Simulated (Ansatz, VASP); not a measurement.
**Two plane-wave programs on Ti2C5**

```xyz
7
Lattice="4.9140 0.0000 0.0000 0.0000 4.9140 0.0000 0.0000 0.0000 3.6847" Properties=species:S:1:pos:R:3 pbc="T T T"
Ti    2.4570    0.0000    0.5873
Ti    0.0000    2.4570    0.5873
C     1.3932    2.4570    2.6062
C     3.5208    2.4570    2.6062
C     2.4570    1.3932    2.6062
C     2.4570    3.5208    2.6062
C     2.4570    2.4570    0.1509
```

Alike in both runs: functional PBE; k mesh 3 × 3 × 4; occupations gaussian, width 0.2 eV; no spin polarisation.

Ansatz relaxed the structure, and its values are those at the end. VASP's run is a single point on that final structure, the one shown.

|  | VASP | Ansatz |
| --- | --- | --- |
| version | VASP 6.6.1 | Ansatz 0.2.0 |
| potentials or method | VASP PAW PBE potentials, release 64 (Ti_sv, C), cutoff 600 eV | scalar-relativistic, plane waves, PAW |
| valence electrons in the cell | 44 | 44 |

|  | VASP | Ansatz | Ansatz less VASP |
| --- | --- | --- | --- |
| gap on the k mesh at the Fermi level (eV) | none | none | - |
| pressure (GPa) | 0.2 | 0.0 | -0.28 |
| rms of the force components (eV/Å) | 0.060 | 0.021 | -0.0389 |

A gap of «none» marks a metal or a gap that the smearing closes.

The k mesh is coarse, so the values compare programs but aren't converged.
